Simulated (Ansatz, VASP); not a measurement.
**Two plane-wave programs on Te2Pb3Se**

```
Te Pb Se
1.0
     0.00000   -4.57345    0.00000
     9.14691    0.00000    0.00000
    -2.28673    2.28673    9.67105
Te Pb Se
4 6 2
Direct
  0.83177 0.41589 0.66355
  0.83177 0.91589 0.66355
  0.16823 0.08411 0.33645
  0.16823 0.58411 0.33645
  0.66027 0.33013 0.32054
  0.66027 0.83013 0.32054
  0.33973 0.16987 0.67946
  0.33973 0.66987 0.67946
  0.00000 0.00000 0.00000
  0.00000 0.50000 0.00000
  0.50000 0.25000 0.00000
  0.50000 0.75000 0.00000
```

Alike in both runs: task single point; functional PBE; k mesh 4 × 2 × 4; occupations gaussian, width 0.1 eV; no spin polarisation.

|  | VASP | Ansatz |
| --- | --- | --- |
| version | VASP 6.6.1 | Ansatz 0.2.0 |
| potentials or method | VASP PAW PBE potentials, release 64 (Te, Pb_d, Se), cutoff 520 eV | scalar-relativistic, plane waves, PAW |
| valence electrons in the cell | 120 | 180 |

```csv
,VASP,Ansatz,Ansatz less VASP
gap on the k mesh at the Fermi level (eV),0.53,0.53,-0.004
least direct gap on the mesh (eV),0.53,0.53,-0.004
pressure (GPa),-0.1,0.0,+0.04
"traceless stress, the component that is largest in VASP (GPa)",-0.18,-0.18,-0.002
rms of the force components (eV/Å),0.003,0.003,+0.0004
```

Atom by atom the forces differ by 0.001 eV/Å (rms over components). VASP's potentials hold 120 valence electrons a cell and Ansatz's 180, so a difference there can come from the potentials and not from the codes.

Neither program's run includes spin-orbit coupling.
